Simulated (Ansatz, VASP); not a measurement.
One calculation of Al2Co, two programs

File INCAR:

```
SYSTEM = Al2Co
ALGO     = Fast           ! electronic algorithm
EDIFF    = 1E-6           ! SCF threshold, eV
EDIFFG   = -0.01          ! ionic threshold
ENCUT    = 600            ! plane-wave cutoff, eV
GGA      = PE             ! functional
IBRION   = 2              ! ionic algorithm
ISIF     = 3              ! what is computed and relaxed
ISMEAR   = 0              ! smearing method
LASPH    = .True.         ! aspherical terms in the spheres
LCHARG   = .False.        ! write CHGCAR
LREAL    = .False.        ! projectors in reciprocal space
LWAVE    = .False.        ! write WAVECAR
NELM     = 60             ! most SCF steps
NSW      = 100            ! ionic steps
PREC     = Accurate       ! precision mode
SIGMA    = 0.1            ! smearing width, eV
```

The input KPOINTS:

```
k-points
0
Gamma
  12 12 18
  0 0 0
```

The input POSCAR:

```
Al2Co
1.0
    4.1922177781      0.0000000000      0.0000000000
   -2.0961088891      3.6305670941      0.0000000000
    0.0000000000      0.0000000000      2.6218026687
Al Co
2 1
Direct
    0.3333333333      0.6666666667      0.5000000000
    0.6666666667      0.3333333333      0.5000000000
    0.0000000000      0.0000000000      0.0000000000
```

Input for Ansatz:

```yaml
crystal:
  lattice:
    - [4.1922177781, 0.0, 0.0]
    - [-2.0961088891, 3.6305670941, 0.0]
    - [0.0, 0.0, 2.6218026687]
  atoms:
    - { symbol: Al, position: [0.3333333333, 0.6666666667, 0.5] }
    - { symbol: Al, position: [0.6666666667, 0.3333333333, 0.5] }
    - { symbol: Co, position: [0.0, 0.0, 0.0] }
basis:
  ecutwfc: 420
kpoints:
  mp_grid: { grid: [12, 12, 18] }
hamiltonian:
  xc: pbe
scf:
  occupations: { method: gaussian, width: 0.1 }
output:
  forces: true
  stress: true
  eigenvalues: true
relax:
  adjacent_minimum: "off"
  f_tol: 0.01
  max_steps: 80
  cell: { stress_tol: 0.05 }
```

Change from the starting cell: species swapped into the ErGa2 type (P6/mmm, No. 191).

Alike in both runs: task relaxation of cell and atoms; functional PBE; k mesh 12 × 12 × 18; occupations gaussian, width 0.1 eV; no spin polarisation.

```csv
,VASP,Ansatz
version,VASP 6.6.1,Ansatz 0.2.0
potentials or method,"VASP PAW PBE potentials, release 64 (Al, Co), cutoff 600 eV","scalar-relativistic, plane waves, PAW"
valence electrons in the cell,15,23
```

Ansatz gave:

| Item | Value |
| --- | --- |
| gap on the k mesh at the Fermi level, each at its own relaxed structure (eV) | none |
| relaxed volume (Å³/atom) | 13.30 |
| relaxed cell length with the largest relative difference (Å) | 4.192 |

Question: Which values does VASP return?

Answer: gap on the k mesh at the Fermi level, each at its own relaxed structure (eV): none; relaxed volume (Å³/atom): 13.29; relaxed cell length with the largest relative difference (Å): 4.191.

A gap of «none» marks a metal or a gap that the smearing closes. VASP's potentials hold 15 valence electrons a cell and Ansatz's 23, so a difference there can come from the potentials and not from the codes.
